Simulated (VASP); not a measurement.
Crystal: AgCl.

```xyz
4
Lattice="3.5300 0.0000 0.0000 0.0000 4.0110 0.0000 -0.9726 0.0000 5.1520" Properties=species:S:1:pos:R:3 pbc="T T T"
Ag    0.3500    1.0028    1.0819
Ag    2.2075    3.0083    4.0701
Cl    0.4016    1.0028    3.6322
Cl    2.1559    3.0083    1.5198
```

Base run:

```yaml
Program: VASP 6.6.1
Functional: PBEsol
Potentials_or_basis: VASP PAW PBE potentials, release 64 (Ag, Cl)
Cutoff: 520 eV
k_mesh: 8 × 6 × 6
Occupations: gaussian, width 0.01 eV
Spin: no spin polarisation
```

Its results: band gap on the k mesh 0.61 eV (least direct gap 2.27 eV); pressure 4.6 GPa; largest force 0.846 eV/Å.

**Question.** After a change of settings the same cell gave: band gap on the k mesh 0.56 eV (least direct gap 2.25 eV); pressure 6.7 GPa; largest force 0.662 eV/Å. Which change was it?
A. k mesh from 8 × 6 × 6 to 2 × 2 × 2
B. k mesh from 8 × 6 × 6 to 8 × 8 × 6
C. k mesh from 8 × 6 × 6 to 4 × 4 × 2
D. k mesh from 8 × 6 × 6 to 6 × 6 × 4

**Answer.** A.

Caveats: some runs use coarse meshes; semilocal functionals underestimate gaps, and a narrow one can read as zero; the PAW data sets were made with another functional, which shifts forces and pressure a little; the cell stands under pressure (at least some runs).
